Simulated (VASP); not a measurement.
Write the native input for VASP 6.6.1 that does the following.

| Quantity | Value |
| --- | --- |
| Task | single point |
| Functional | LDA |
| Potentials or basis | VASP PAW LDA potentials, release 64 (Hf_pv, N) |
| Cutoff | 520 eV |
| k mesh | 10 × 10 × 10 |
| Occupations | methfessel-paxton, width 0.1 eV |
| Spin | no spin polarisation |
| Dipole correction | no |
| Further INCAR settings | ALGO = Normal; EDIFF = 1e-06; NBANDS = 14 |

The structure of HfN lies in POSCAR:

```
HfN
1.0
    0.0000000000      2.5186098921      2.5186098921
    2.5186098921      0.0000000000      2.5186098921
    2.5186098921      2.5186098921      0.0000000000
Hf N
1 1
Direct
    0.0000000000      0.0000000000      0.0000000000
    0.7500000000      0.7500000000      0.7500000000
```

One way to write it, as run:

INCAR

```
PREC = Accurate
ENCUT = 520
EDIFF = 1E-6
ISMEAR = 1
SIGMA = 0.1
LREAL = F
LASPH = T
NELM = 100
ALGO = Normal
ISIF = 2
LWAVE = F
LCHARG = F
NBANDS = 14
```

KPOINTS

```
Automatic mesh
0
Gamma
  10 10 10
```

Potentials or basis: VASP PAW LDA potentials, release 64 (Hf_pv, N).

Run with:

```sh
$ cat potpaw_LDA.64/Hf_pv/POTCAR potpaw_LDA.64/N/POTCAR > POTCAR
$ mpirun -np 1 vasp_std > vasp.out
```

It gave:

```json
{
 "Pressure": "-21.4 GPa"
}
```

It took 24 s on 1 thread of Intel(R) Xeon(R) Platinum 8375C CPU @ 2.90GHz (Ice Lake), with other jobs on the host, peak memory 0.15 GiB.
